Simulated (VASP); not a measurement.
# HfN (I-4m2) in VASP: notebook

Runs on HfN. Level: PBEsol. Tasks: single point.

Everything below comes from runs of VASP 6.6.1. Logs are shortened: lines on timing, memory, paths and dates and some standing lists are left out, and cuts for length are marked.

**1. The cell of the first run**

The structure is tetragonal, space group I-4m2 (No. 119). Conventional cell: a = 3.645 Å, b = 3.645 Å, c = 4.664 Å, α = 90.00°, β = 90.00°, γ = 90.00°. Within 2.9 Å of Hf (site symmetry -4m2) lie 4 N at 2.16 Å. N (site symmetry -4m2) has 4 Hf at 2.16 Å within 2.9 Å.

**2. Single point, PBEsol (strain +0.050 along x and y, -0.050 along z)**

Contents of INCAR:

```
SYSTEM = HfN
PREC     = Accurate       ! precision mode
ENCUT    = 520            ! plane-wave cutoff, eV
EDIFF    = 1E-6           ! SCF threshold, eV
ISMEAR   = 0              ! smearing method
SIGMA    = 0.15           ! smearing width, eV
LREAL    = .FALSE.        ! projectors in reciprocal space
LASPH    = .TRUE.         ! aspherical terms in the spheres
NELM     = 60             ! most SCF steps
ALGO     = Normal         ! electronic algorithm
ISIF     = 2              ! what is computed and relaxed
LWAVE    = .FALSE.        ! write WAVECAR
LCHARG   = .FALSE.        ! write CHGCAR
GGA      = PS             ! functional
NBANDS   = 14             ! bands
```

Contents of KPOINTS:

```
regular mesh
0
G
  16 16 16
  0 0 0
```

Contents of POSCAR:

```
HfN
1.0
    0.0000000000      2.5775631000      2.3320809000
    2.5775631000      0.0000000000      2.3320809000
    2.5775631000      2.5775631000      0.0000000000
Hf N
1 1
Direct
    0.0000000000      0.0000000000      0.0000000000
    0.7500000000      0.7500000000      0.7500000000
```

Potentials or basis: VASP PAW PBE potentials, release 64 (Hf_pv, N).

The run is started by

```bash
> cat potpaw_PBE.64/Hf_pv/POTCAR potpaw_PBE.64/N/POTCAR > POTCAR
> mpirun -np 1 vasp_std > vasp.out
```

OUTCAR:

```text
SYSTEM = HfN
   PREC = Accurate
   ENCUT = 520
   EDIFF = 1E-6
   ISMEAR = 0
   LREAL = .FALSE.
   LASPH = .TRUE.
   NELM = 60
   ISIF = 2
   GGA = PS

 ion  position               nearest neighbor table
   1  0.000  0.000  0.000-   2 2.16   2 2.16   2 2.16   2 2.16
   2  0.750  0.750  0.750-   1 2.16   1 2.16   1 2.16   1 2.16

  LATTYP: Found a body centered tetragonal cell.
 ALAT       =     3.6452246939
 C/A-ratio  =     1.2795265564

  Lattice vectors:

 A1 = (   0.0000000000,  -2.5775631000,  -2.3320809000)
 A2 = (   0.0000000000,   2.5775631000,  -2.3320809000)
 A3 = (   2.5775631000,   0.0000000000,   2.3320809000)

Analysis of symmetry for initial positions (statically):
=====================================================================
 Subroutine PRICEL returns:
 Original cell was already a primitive cell.

 Routine SETGRP: Setting up the symmetry group for a
 body centered tetragonal supercell.

 Subroutine GETGRP returns: Found  8 space group operations
 (whereof  8 operations were pure point group operations)
 out of a pool of 16 trial point group operations.

The static configuration has the point symmetry D_2d.

Analysis of symmetry for dynamics (positions and initial velocities):
=====================================================================
 Subroutine PRICEL returns:
 Original cell was already a primitive cell.

 Routine SETGRP: Setting up the symmetry group for a
 body centered tetragonal supercell.

 Subroutine GETGRP returns: Found  8 space group operations
 (whereof  8 operations were pure point group operations)
 out of a pool of 16 trial point group operations.

The dynamic configuration has the point symmetry D_2d.

 Subroutine INISYM returns: Found  8 space group operations
 (whereof  8 operations are pure point group operations),
 and found     1 'primitive' translations

----------------------------------------------------------------------------------------

                                     Primitive cell

  volume of cell :      30.9879

  direct lattice vectors                    reciprocal lattice vectors
     0.000000000  2.577563100  2.332080900    -0.193981672  0.193981672  0.214400795
     2.577563100  0.000000000  2.332080900     0.193981672 -0.193981672  0.214400795
     2.577563100  2.577563100  0.000000000     0.193981672  0.193981672 -0.214400795

  length of vectors
     3.475979410  3.475979410  3.645224694     0.348174495  0.348174495  0.348174495

  position of ions in fractional coordinates (direct lattice)
     0.000000000  0.000000000  0.000000000
     0.750000000  0.750000000  0.750000000

  ion indices of the primitive-cell ions
   primitive index   ion index
                 1           1
                 2           2

----------------------------------------------------------------------------------------

 KPOINTS: regular mesh

Automatic generation of k-mesh.
 Grid dimensions read from file:
 generate k-points for:   16   16   16

 Generating k-lattice:

  Cartesian coordinates                     Fractional coordinates (reciprocal lattice)
    -0.012123855  0.012123855  0.013400050     0.062500000  0.000000000  0.000000000
     0.012123855 -0.012123855  0.013400050     0.000000000  0.062500000  0.000000000
     0.012123855  0.012123855 -0.013400050     0.000000000  0.000000000  0.062500000

  Length of vectors
     0.021760906  0.021760906  0.021760906

  Shift w.r.t. Gamma in fractional coordinates (k-lattice)
     0.000000000  0.000000000  0.000000000

 Subroutine IBZKPT returns following result:
 ===========================================

 Found    349 irreducible k-points:

 Following reciprocal coordinates:
            Coordinates               Weight
  0.000000  0.000000  0.000000      1.000000
  0.062500  0.000000  0.000000      8.000000
  0.125000  0.000000  0.000000      8.000000
  0.187500  0.000000  0.000000      8.000000
  0.250000  0.000000  0.000000      8.000000
  0.312500  0.000000  0.000000      8.000000
[... 16 lines left out ...]
 -0.125000  0.062500  0.000000      8.000000
 -0.062500  0.062500  0.000000      4.000000
 [... further k-points ...]
   k-points           NKPTS =    349   k-points in BZ     NKDIM =    349   number of bands    NBANDS=     14
   number of dos      NEDOS =    301   number of ions     NIONS =      2
   total plane-waves  NPLWV =  21952
   dimension x,y,z NGX =    28 NGY =   28 NGZ =   28
   dimension x,y,z NGXF=    56 NGYF=   56 NGZF=   56
   ions per type =               1   1
   NGX,Y,Z   is equivalent  to a cutoff of  13.39, 13.39, 12.77 a.u.
   NGXF,Y,Z  is equivalent  to a cutoff of  26.78, 26.78, 25.54 a.u.
 SYSTEM =  HfN
   PREC   = accura    normal or accurate (medium, high low for compatibility)
   ISTART =      0    job   : 0-new  1-cont  2-samecut
   ICHARG =      2    charge: 1-file 2-atom 10-const
   ISPIN  =      1    spin polarized calculation?
   LNONCOLLINEAR =      F non collinear calculations
   LSORBIT =      F    spin-orbit coupling
   LASPH  =      T    aspherical Exc in radial PAW
   ENCUT  =  520.0 eV  38.22 Ry    6.18 a.u.   6.46  6.46  6.78*2*pi/ulx,y,z
   NELM   =     60;   NELMIN=  2; NELMDL= -5     # of ELM steps
   EDIFF  = 0.1E-05   stopping-criterion for ELM
   LREAL  =      F    real-space projection
   EDIFFG = 0.1E-04   stopping-criterion for IOM
   NSW    =      0    number of steps for IOM
   IBRION =     -1    ionic relax: 0-MD 1-quasi-New 2-CG
   NFREE  =      0    steps in history (QN), initial steepest desc. (CG)
   ISIF   =      2    stress and relaxation
   ISYM   =      2    0-nonsym 1-usesym 2-fastsym
   POTIM  = 0.5000    time-step for ionic-motion
   TEBEG  =    0.0;   TEEND  =   0.0 temperature during run
   PSTRESS=    0.0 pullay stress
   NELECT =      15.0000    total number of electrons
   NUPDOWN=      -1.0000    fix difference up-down
   EMIN   =  10.00;   EMAX   =-10.00  energy-range for DOS
   EFERMI =   0.00;   METHOD = LEGACY
   ISMEAR =     0;   SIGMA  =   0.15  broadening in eV -4-tet -1-fermi 0-gaus
   EFERMI_NEDOS =   21; number of points for ismear=-14 and -15
   IALGO  =     38    algorithm
   IMIX   =      4    mixing-type and parameters
     AMIX     =   0.40;   BMIX     =  1.00
     AMIX_MAG =   1.60;   BMIX_MAG =  1.00
  volume/ion in A,a.u.               =      15.49       104.56
  Fermi-wavevector in a.u.,A,eV,Ry     =   1.285409  2.429070 22.480567  1.652275
  Thomas-Fermi vector in A             =   2.417545
   LORBIT       =      0    0 simple, 1 ext, 2 COOP (PROOUT), +10 PAW based schemes
   GGA     = PS    functional components
   LHFCALC =     F    Hartree Fock is set to
   AEXX    =    0.0000 exact exchange contribution
   IVDW    =     0    specifies the selected vdW correction
   LEPSILON=     F    determine dielectric tensor
   LRPA    =     F    only Hartree local field effects (RPA)
 non-spin polarized calculation
 Gauss-broadening in eV      SIGMA  =   0.15
  energy-cutoff  :      520.00
  volume of cell :       30.99
 maximum number of plane-waves:       853
 NGX is ok and might be reduce to    28
   NGX = 13   NGY = 13   NGZ = 13

 number of electron      14.9999998 magnetization

 Free energy of the ion-electron system (eV)
  ---------------------------------------------------
  ext. energy  EPLUGINS =         0.00000000
  ---------------------------------------------------
  free energy    TOTEN  =       -22.08193934 eV

  energy without entropy =      -22.07469217  energy(sigma->0) =      -22.07831575

 E-fermi :   5.2881     XC(G=0): -11.1836

 val. band max:        5.2815805080   @ k =  -0.2500   0.1250   0.3125
 cond. band min:       5.3046450276   @ k =   0.3125   0.2500   0.0000
 fundamental gap:      0.0230645195
 Fermi energy:         5.2881195807

 k-point     1 :       0.0000    0.0000    0.0000
  band No.  band energies     occupation
      1     -25.9958      2.00000
      2     -25.9653      2.00000
      3     -25.9653      2.00000
      4     -10.5878      2.00000
      5       0.0119      2.00000
      6       0.0119      2.00000
      7       0.2511      2.00000
      8       4.3884      2.00000
      9       6.7546      0.00000
     10       7.8893      0.00000
     11      10.9993      0.00000
     12      10.9993      0.00000
     13      12.3916      0.00000
     14      17.3632      0.00000

 k-point     2 :       0.0625    0.0000    0.0000
  band No.  band energies     occupation
      1     -26.0044      2.00000
      2     -25.9734      2.00000
      3     -25.9681      2.00000
      4     -10.5449      2.00000
      5      -0.0555      2.00000
      6       0.0339      2.00000
      7       0.2461      2.00000
      8       4.6049      2.00000
      9       6.7142      0.00000
     10       7.8094      0.00000
     11      10.9825      0.00000
     12      11.0963      0.00000
     13      12.3675      0.00000
     14      17.2835      0.00000

 k-point     3 :       0.1250    0.0000    0.0000
  band No.  band energies     occupation
      1     -26.0410      2.00000
      2     -25.9838      2.00000
      3     -25.9762      2.00000
      4     -10.4242      2.00000
      5      -0.2605      2.00000
      6       0.0932      2.00000
      7       0.3044      2.00000
      8       5.1581      1.77968
      9       6.6331      0.00000
     10       7.6297      0.00000
     11      10.8587      0.00000
     12      11.3237      0.00000
     13      12.3311      0.00000
     14      16.1406      0.00000
[... 324 lines left out ...]
 k-point    23 :      -0.1250    0.0625    0.0000
  band No.  band energies     occupation
      1     -26.0505      2.00000
      2     -26.0081      2.00000
      3     -25.9778      2.00000
      4     -10.3400      2.00000
      5      -0.3779      2.00000
      6       0.1258      2.00000
      7       0.4244      2.00000
      8       5.4785      0.07269
      9       6.3916      0.00000
     10       7.5384      0.00000
     11      10.6354      0.00000
     12      11.5633      0.00000
     13      12.3110      0.00000
     14      15.9817      0.00000

 k-point    24 :      -0.0625    0.0625    0.0000
  band No.  band energies     occupation
      1     -26.0082      2.00000
      2     -25.9960      2.00000
      3     -25.9703      2.00000
      4     -10.4781      2.00000
      5      -0.1970      2.00000
      6       0.0613      2.00000
      7       0.3419      2.00000
      8       4.8969      1.99977
      9       6.5469      0.00000
     10       7.7092      0.00000
     11      10.8751      0.00000
     12      11.2994      0.00000
     13      12.3546      0.00000
     14      16.8820      0.00000

 [... further k-points ...]

------------------------ aborting loop because EDIFF is reached ----------------------------------------

  FORCE on cell =-STRESS in cart. coord.  units (eV):
  Direction    XX          YY          ZZ          XY          YZ          ZX
  --------------------------------------------------------------------------------------
  -------------------------------------------------------------------------------------
  Total       -3.5648340     -3.5648340     -1.0737568      0.0000000      0.0000000      0.0000000
  in kB     -184.3137265   -184.3137265    -55.5167813      0.0000000      0.0000000      0.0000000
  external PRESSURE =    -141.3814115 kB  Pullay stress =       0.0000000 kB

 VOLUME and BASIS-vectors are now :
 -----------------------------------------------------------------------------
  energy-cutoff  :      520.00
  volume of cell :       30.99
      direct lattice vectors                 reciprocal lattice vectors
     0.000000000  2.577563100  2.332080900    -0.193981672  0.193981672  0.214400795
     2.577563100  0.000000000  2.332080900     0.193981672 -0.193981672  0.214400795
     2.577563100  2.577563100  0.000000000     0.193981672  0.193981672 -0.214400795

 POSITION                                       TOTAL-FORCE (eV/Angst)
 -----------------------------------------------------------------------------------
      0.00000      0.00000      0.00000         0.000000      0.000000     -0.000000
      3.86634      3.86634      3.49812        -0.000000     -0.000000      0.000000
 -----------------------------------------------------------------------------------
    total drift:                                0.000000      0.000000     -0.000000

  FREE ENERGIE OF THE ION-ELECTRON SYSTEM (eV)
  ---------------------------------------------------
  free  energy   TOTEN  =       -22.0819393377 eV

  energy  without entropy=      -22.0746921666  energy(sigma->0) =      -22.07831575
```

It took 55 s on 1 thread of Intel Xeon 6975P-C (Granite Rapids), shared host; peak memory 0.28 GiB.

Results:

| Quantity | Value |
| --- | --- |
| Free energy | -22.0819 eV |
| Pressure | -14.1 GPa |

Caveat: the cell differs from its parent crystal (strain +0.050 along x and y, -0.050 along z); the PAW data sets were made with another functional, which shifts forces and pressure a little; spin-orbit coupling is left out, which moves the levels of the heavy elements.

**3. Single point, PBEsol (strain +0.050 along x and y, -0.025 along z)**

Contents of INCAR:

```
PREC = Accurate
ENCUT = 520
EDIFF = 1E-6
ISMEAR = 0
SIGMA = 0.15
LREAL = F
LASPH = T
NELM = 80
ALGO = Normal
ISIF = 2
LWAVE = F
LCHARG = F
GGA = PS
NBANDS = 14
```

Contents of KPOINTS:

```
Automatic mesh
0
Gamma
  16 16 16
```

Contents of POSCAR:

```
HfN
1.0
    0.0000000000      2.5775631000      2.3934514500
    2.5775631000      0.0000000000      2.3934514500
    2.5775631000      2.5775631000      0.0000000000
Hf N
1 1
Direct
    0.0000000000      0.0000000000      0.0000000000
    0.7500000000      0.7500000000      0.7500000000
```

Potentials or basis: VASP PAW PBE potentials, release 64 (Hf_pv, N).

The run is started by

```bash
> cat potpaw_PBE.64/Hf_pv/POTCAR potpaw_PBE.64/N/POTCAR > POTCAR
> mpirun -np 1 vasp_std > vasp.out
```

It took 55 s on 1 thread of Intel Xeon 6975P-C (Granite Rapids), shared host; peak memory 0.28 GiB.

Results (log left out):

```
Free energy : -22.0404 eV
Pressure    : -17.6 GPa
```

Stress tensor (GPa, compression positive):
```
-20.88   0.00   0.00
  0.00 -20.88   0.00
  0.00   0.00 -10.90
```

Levels at points of the mesh, in eV from the Fermi level:
| k point | band 4 | band 5 | band 6 | band 7 | band 8 | band 9 | band 10 | band 11 | band 12 | band 13 |
| --- | --- | --- | --- | --- | --- | --- | --- | --- | --- | --- |
| (0.00, 0.00, 0.00) | -15.74 | -5.16 | -5.16 | -4.98 | -0.93 | 1.59 | 2.41 | 5.72 | 5.72 | 6.74 |
| (0.50, 0.00, 0.00) | -14.78 | -5.58 | -4.76 | -4.42 | 1.36 | 2.48 | 2.49 | 3.72 | 4.79 | 5.01 |
| (0.50, 0.50, 0.00) | -14.51 | -6.41 | -3.65 | -3.65 | -0.80 | 1.98 | 3.61 | 4.22 | 4.22 | 10.01 |
| (0.50, 0.00, 0.50) | -14.44 | -6.61 | -3.57 | -3.34 | -1.23 | 1.72 | 3.76 | 4.19 | 4.27 | 8.78 |

Caveat: the cell differs from its parent crystal (strain +0.050 along x and y, -0.025 along z); the PAW data sets were made with another functional, which shifts forces and pressure a little; spin-orbit coupling is left out, which moves the levels of the heavy elements.
